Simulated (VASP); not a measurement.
Wanted: the native input for a VASP 6.6.1 run.

```
Task                   : single point
Functional             : PBE
Potentials or basis    : VASP PAW PBE potentials, release 64 (Co, Al)
Cutoff                 : 520 eV
k mesh                 : 14 × 14 × 14
Occupations            : fermi-dirac, width 0.1 eV
Spin                   : no spin polarisation
Dipole correction      : no
Further INCAR settings : ALGO = Normal; EDIFF = 1e-07; NBANDS = 13
```

The structure of AlCo (rocksalt type) lies in POSCAR:

```
AlCo
1.0
    0.0000000000      2.3389286380      2.3389286380
    2.3389286380      0.0000000000      2.3389286380
    2.3389286380      2.3389286380      0.0000000000
Co Al
1 1
Direct
    0.0000000000      0.0000000000      0.0000000000
    0.5000000000      0.5000000000      0.5000000000
```

One way to write it, as run:

INCAR

```
  PREC = Accurate
  ENCUT = 520
  EDIFF = 1E-7
  ISMEAR = -1
  SIGMA = 0.1
  LREAL = F
  LASPH = T
  NELM = 60
  ALGO = Normal
  ISIF = 2
  LWAVE = F
  LCHARG = F
  GGA = PE
  NBANDS = 13
```

KPOINTS

```
Automatic mesh
0
Gamma
  14 14 14
```

Potentials or basis: VASP PAW PBE potentials, release 64 (Co, Al).

The run is started by

```bash
$ cat potpaw_PBE.64/Co/POTCAR potpaw_PBE.64/Al/POTCAR > POTCAR
$ mpirun -np 1 vasp_std > vasp.out
```

It gave:

* Pressure: 10.0 GPa
* Band gap on the k mesh: zero (band 6 reaches 9.38 eV, above the bottom of band 7 at 9.14 eV)

It took 57 s on 1 thread of Intel(R) Xeon(R) Platinum 8259CL CPU @ 2.50GHz (Skylake/Cascade Lake), on a shared host, peak memory 0.18 GiB.
